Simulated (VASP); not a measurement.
A run of VASP 6.6.1 is set up as follows.

POSCAR

```
ZrH3
1.0
    3.0806702563      0.0000000000      0.0000000000
    0.0000000000      3.0806702563      0.0000000000
    0.0000000000      0.0000000000      3.0806702563
Zr H
1 3
Direct
    0.0000000000      0.0000000000      0.0000000000
    0.0000000000      0.5000000000      0.5000000000
    0.5000000000      0.0000000000      0.5000000000
    0.5000000000      0.5000000000      0.0000000000
```

Contents of INCAR.step1:

```
SYSTEM = ZrH3
ALGO = Normal
EDIFF = 1E-4
ENCUT = 520
GGA = PE
ISMEAR = 0
LASPH = .TRUE.
LCHARG = .FALSE.
LREAL = .FALSE.
LWAVE = .TRUE.
NBANDS = 16
NELM = 60
PREC = Accurate
SIGMA = 0.1
```

INCAR.step2

```
SYSTEM = ZrH3
ALGO = Normal
EDIFF = 1E-6
ENCUT = 520
ISIF = 2
ISMEAR = 0
ISTART = 1
LASPH = .TRUE.
LCHARG = .FALSE.
LMIXTAU = .TRUE.
LREAL = .FALSE.
LWAVE = .FALSE.
METAGGA = R2SCAN
NBANDS = 16
NELM = 60
PREC = Accurate
SIGMA = 0.1
```

File KPOINTS:

```
k-points
0
G
  14 14 14
  0 0 0
```

Potentials or basis: VASP PAW PBE potentials, release 64 (Zr_sv, H).

Command:

```console
$ cat potpaw_PBE.64/Zr_sv/POTCAR potpaw_PBE.64/H/POTCAR > POTCAR
$ cp INCAR.step1 INCAR
$ mpirun -np 1 vasp_std > vasp.out
$ cp INCAR.step2 INCAR
$ mpirun -np 1 vasp_std > vasp.out
```

Question: What does it give for the pressure?

Answer: 4.2 GPa.

Question: What does it give for the band gap on the k mesh?

Answer: Zero (an odd number of electrons rules out a gap without spin polarisation).

Caveat: the cell stands under pressure; the PAW data sets were made with another functional, which shifts forces and pressure a little.
